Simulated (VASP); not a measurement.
# DyC3: relaxation of cell and atoms with PBE

Crystal: DyC3.

```xyz
8
Lattice="0.0000 3.9748 3.9748 3.9748 0.0000 3.9748 3.9748 3.9748 0.0000" Properties=species:S:1:pos:R:3 pbc="T T T"
Dy    1.9874    1.9874    1.9874
Dy    0.0000    0.0000    0.0000
C     5.9622    5.9622    5.9622
C     3.9748    3.9748    3.9748
C     0.9937    0.9937    0.9937
C     2.9811    2.9811    0.9937
C     2.9811    0.9937    2.9811
C     0.9937    2.9811    2.9811
```

The cell was generated, and may not be a known phase.

```yaml
Program: VASP 6.6.1
Task: relaxation of cell and atoms
Functional: PBE
Potentials_or_basis: VASP PAW PBE potentials, release 64 (Dy_3, C), 4f in core
Cutoff: 600 eV
k_mesh: 4 × 4 × 4
Occupations: gaussian, width 0.2 eV
Spin: no spin polarisation
Dipole_correction: no
Further_INCAR_settings: ALGO = Normal; EDIFF = 1e-07; IBRION = 2; EDIFFG = -0.08; NSW = 36; ISIF = 3
```

The relaxed volume is 33.47 Å³/atom. The relaxed cell is a = 7.235 Å, b = 7.235 Å, c = 7.235 Å, α = 60.00°, β = 60.00°, γ = 60.00° and the space group after relaxing (to 0.1 Å) is Fd-3m (No. 227). The energy gained by relaxing is 2031.1 meV/atom and the ionic steps are 4. The pressure after relaxing is 0.0 GPa and the band gap on the k mesh is zero (bands 21 and 22 overlap by 0.26 eV).

Step by step:
```
step  energy change (eV)  largest force (eV/Å)  pressure (GPa)  volume (Å³)
   1              0.0000                0.0000           66.71       125.60
   2            -16.1501                0.0000           -1.65       285.84
   3            -16.1739                0.0000            1.66       252.34
   4            -16.2490                0.0000           -0.04       267.74
```

Final structure:
```xyz
8
Lattice="0.0000 5.1156 5.1156 5.1156 0.0000 5.1156 5.1156 5.1156 0.0000" Properties=species:S:1:pos:R:3 pbc="T T T"
Dy    2.5578    2.5578    2.5578
Dy   10.2312   10.2312   10.2312
C     7.6734    7.6734    7.6734
C     5.1156    5.1156    5.1156
C     1.2789    1.2789    1.2789
C     3.8367    3.8367    1.2789
C     3.8367    1.2789    3.8367
C     1.2789    3.8367    3.8367
```

Levels at points of the mesh, in eV from the Fermi level:
```tsv
k point	band 18	band 19	band 20	band 21	band 22	band 23	band 24	band 25
(0.00, 0.00, 0.00)	-0.95	-0.09	-0.09	-0.09	0.08	0.08	0.08	0.80
(0.50, 0.00, 0.00)	-0.30	-0.29	-0.29	-0.28	-0.05	0.12	0.12	0.40
(0.50, 0.50, 0.00)	-0.34	-0.31	-0.31	-0.17	-0.17	0.14	0.14	0.23
```

Run time: 4.1 min on 1 thread of Intel(R) Xeon(R) 6975P-C (Granite Rapids) (shared host), peak memory 0.35 GiB.

Caveat: the volume moved by over 15 % at a fixed basis, so the end points are rough; the highest band is partly filled, so the run has too few bands; spin-orbit coupling is left out, which moves the levels of the heavy elements; the 4f electrons are frozen in the core, so they carry no moment and show no levels. Spin polarisation is off, so any magnetic state and its effect on volume and gap are missing.
